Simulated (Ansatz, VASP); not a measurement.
**Two plane-wave programs on YPb**

```
Y Pb
1.0
     3.67175    0.00000    0.00000
    -1.83587    3.17983    0.00000
     0.00000    0.00000    5.08805
Y Pb
1 1
Direct
  0.66667 0.33333 0.50000
  0.33333 0.66667 0.00000
```

Alike in both runs: functional PBE; k mesh 18 × 18 × 10; occupations gaussian, width 0.1 eV; no spin polarisation.

Ansatz relaxed the structure, and its values are those at the end. VASP's run is a single point on that final structure, the one shown.

|  | VASP | Ansatz |
| --- | --- | --- |
| version | VASP 6.6.1 | Ansatz 0.2.0 |
| potentials or method | VASP PAW PBE potentials, release 64 (Y_sv, Pb_d), cutoff 520 eV | scalar-relativistic, plane waves, PAW |
| valence electrons in the cell | 25 | 25 |

Ansatz gave:

- gap on the k mesh at the Fermi level (eV): none
- pressure (GPa): 0.0

Question: What did VASP give for the same quantities?

Answer: gap on the k mesh at the Fermi level (eV): none; pressure (GPa): -0.1.

A gap of «none» marks a metal or a gap that the smearing closes.

Neither program's run includes spin-orbit coupling.
